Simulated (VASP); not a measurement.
## CaTeI3: single point with PBE

Crystal: CaTeI3.

```
Ca Te I
1.0
     5.86861    0.00000    0.00000
    -2.93431    5.08237    0.00000
     0.00000    0.00000    9.32275
Ca Te I
1 1 3
Cartesian
  0.0000 0.0000 1.3415
  0.0000 0.0000 7.4648
  0.0000 0.0000 4.7808
  0.0000 3.3882 1.4193
  2.9343 1.6941 1.4193
```

The cell was built from a structure type or drawn by symmetry, and may not be a known phase.

```
Program             : VASP 6.6.1
Task                : single point
Functional          : PBE
Potentials or basis : VASP PAW PBE potentials, release 64 (Ca_sv, Te, I)
Cutoff              : 520 eV
k mesh              : 6 × 6 × 4
Occupations         : gaussian, width 0.1 eV
Spin                : no spin polarisation
```

The pressure is 0.0 GPa and the largest force is 0.005 eV/Å. The band gap on the k mesh is zero (an odd number of electrons rules out a gap without spin polarisation).

Forces on the atoms (eV/Å):
```
Ca   0.000  0.000  0.002
Te   0.000  0.000  0.003
I    0.000  0.000 -0.005
I    0.000  0.000  0.000
I    0.000  0.000  0.000
```

Levels at points of the mesh, in eV from the Fermi level:
| k point | band 17 | band 18 | band 19 | band 20 | band 21 | band 22 |
| --- | --- | --- | --- | --- | --- | --- |
| (0.00, 0.00, 0.00) | -0.68 | -0.08 | -0.08 | 1.22 | 3.24 | 3.28 |
| (0.50, 0.00, 0.00) | -0.44 | -0.18 | -0.07 | 1.00 | 3.14 | 3.16 |
| (0.00, 0.00, 0.50) | -0.68 | 0.09 | 0.09 | 0.21 | 3.05 | 3.05 |
| (0.50, 0.00, 0.50) | -0.44 | -0.22 | -0.06 | 0.42 | 2.89 | 3.14 |

Wall time 3.9 min on 1 thread of Intel(R) Xeon(R) 6975P-C (Granite Rapids), on a shared host, peak memory 0.49 GiB.

Caveat: spin-orbit coupling is left out, which moves the levels of the heavy elements; an odd number of electrons without spin polarisation forces a metal; a magnetic or distorted state may lie lower.
